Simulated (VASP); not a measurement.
**Li (a cell with a defect): single point with PBE+D3(BJ)**

The system is Li (a cell with a defect).

```
Li
1.0
     6.26545    2.08848    4.17697
    -6.26545   -2.08848    4.17697
     2.08848   -6.26545   -4.17697
Li
19
Direct
  0.04948 0.34577 0.89525
  0.59070 0.19237 0.79581
  0.10344 0.70510 0.79581
  0.19656 0.39490 0.60419
  0.29237 0.09656 0.40166
  0.55921 0.84505 0.90427
  0.65000 0.55000 0.70000
  0.74079 0.25495 0.49573
  0.00763 0.00344 0.99834
  0.25052 0.75423 0.50475
  0.35495 0.45921 0.31416
  0.44577 0.15052 0.09629
  0.70930 0.90763 0.60419
  0.80510 0.60930 0.40166
  0.90000 0.30000 0.20000
  0.40000 0.80000 0.20000
  0.49490 0.49070 0.99834
  0.85423 0.94948 0.30371
  0.94505 0.64079 0.08584
```

```
Program                : VASP 6.6.1
Task                   : single point
Functional             : PBE
Dispersion             : D3(BJ)
Potentials or basis    : VASP PAW PBE potentials, release 64 (Li_sv)
Cutoff                 : 520 eV
k mesh                 : 4 × 4 × 4
Occupations            : gaussian, width 0.1 eV
Spin                   : no spin polarisation
Dipole correction      : no
Further INCAR settings : LREAL = Auto; ALGO = Normal; EDIFF = 1e-06; NBANDS = 44
```

```yaml
Largest_force: 0.012 eV/Å
Dispersion_energy_per_atom: -0.178 eV
```

Forces on the atoms (eV/Å):
```
Li  -0.003 -0.011  0.000
Li  -0.006  0.003 -0.004
Li  -0.006  0.003  0.004
Li   0.006 -0.003 -0.004
Li  -0.003 -0.006 -0.004
Li   0.003 -0.005  0.000
Li   0.000  0.000  0.000
Li  -0.003  0.005  0.000
Li   0.003  0.006  0.004
Li   0.003  0.011  0.000
Li  -0.005 -0.003  0.000
Li   0.011 -0.003  0.000
Li   0.006 -0.003  0.004
Li  -0.003 -0.006  0.004
Li   0.000  0.000  0.000
Li   0.000  0.000  0.000
Li   0.003  0.006 -0.004
Li  -0.011  0.003  0.000
Li   0.005  0.003  0.000
```

Levels at points of the mesh, in eV from the Fermi level:
| k point | band 25 | band 26 | band 27 | band 28 | band 29 | band 30 | band 31 | band 32 | band 33 | band 34 |
| --- | --- | --- | --- | --- | --- | --- | --- | --- | --- | --- |
| (0.00, 0.00, 0.00) | -0.98 | -0.98 | -0.97 | -0.94 | -0.76 | -0.76 | -0.63 | -0.62 | 1.35 | 1.38 |
| (0.50, 0.00, 0.00) | -1.59 | -0.55 | -0.41 | 0.13 | 0.34 | 0.52 | 0.62 | 0.78 | 0.85 | 0.88 |
| (0.50, 0.50, 0.00) | -1.39 | -0.59 | -0.53 | -0.48 | -0.33 | -0.01 | 0.17 | 0.92 | 0.94 | 1.07 |
| (0.50, 0.50, 0.50) | -1.96 | 0.14 | 0.15 | 0.15 | 0.15 | 0.27 | 0.46 | 0.46 | 0.54 | 1.76 |

Run time: 4.9 min on 1 thread of Intel(R) Xeon(R) Platinum 8375C CPU @ 2.90GHz (Ice Lake), with other jobs on the host, peak memory 0.53 GiB.
